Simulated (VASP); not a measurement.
Input of a VASP 6.6.1 run:

File POSCAR:

```
As
1.0
    2.7847921967      0.0000000000      0.0000000000
    0.0000000000      2.7847921967      0.0000000000
    0.0000000000      0.0000000000      2.7036817444
As
1
Direct
    0.5000000000      0.5000000000      0.5000000000
```

The input INCAR.step1:

```
PREC     = Accurate       # precision mode
ENCUT    = 520            # plane-wave cutoff, eV
ISMEAR   = 0              # smearing method
SIGMA    = 0.15           # smearing width, eV
LREAL    = F              # projectors in reciprocal space
LASPH    = T              # aspherical terms in the spheres
NELM     = 100            # most SCF steps
NBANDS   = 8              # bands
GGA      = PE             # functional
ALGO     = Normal         # electronic algorithm
EDIFF    = 1E-4           # SCF threshold, eV
LWAVE    = T              # write WAVECAR
LCHARG   = F              # write CHGCAR
```

The input INCAR.step2:

```
PREC     = Accurate       # precision mode
ENCUT    = 520            # plane-wave cutoff, eV
EDIFF    = 1E-6           # SCF threshold, eV
ISMEAR   = 0              # smearing method
SIGMA    = 0.15           # smearing width, eV
LREAL    = F              # projectors in reciprocal space
LASPH    = T              # aspherical terms in the spheres
NELM     = 100            # most SCF steps
ALGO     = Normal         # electronic algorithm
ISIF     = 2              # what is computed and relaxed
LWAVE    = F              # write WAVECAR
LCHARG   = T              # write CHGCAR
METAGGA  = R2SCAN         # meta-GGA
LMIXTAU  = T            
LELF     = T              # ELF
LVHAR    = T            
NBANDS   = 8              # bands
ISTART   = 1
```

The input KPOINTS:

```
Automatic mesh
0
Gamma
  18 18 18
```

Potentials or basis: VASP PAW PBE potentials, release 64 (As).

The run is started by

```bash
$ cat potpaw_PBE.64/As/POTCAR > POTCAR
$ cp INCAR.step1 INCAR
$ mpirun -np 1 vasp_std > vasp.out
$ cp INCAR.step2 INCAR
$ mpirun -np 1 vasp_std > vasp.out
```

(1) Estimate the band gap on the k mesh.

(2) Predict the pressure.

Answers

(1) zero (an odd number of electrons rules out a gap without spin polarisation).

(2) -4.1 GPa.

Caveat: the cell differs from its parent crystal (strain +0.030 along x and y, +0.000 along z); the cell stands under tension; the PAW data sets were made with another functional, which shifts forces and pressure a little.
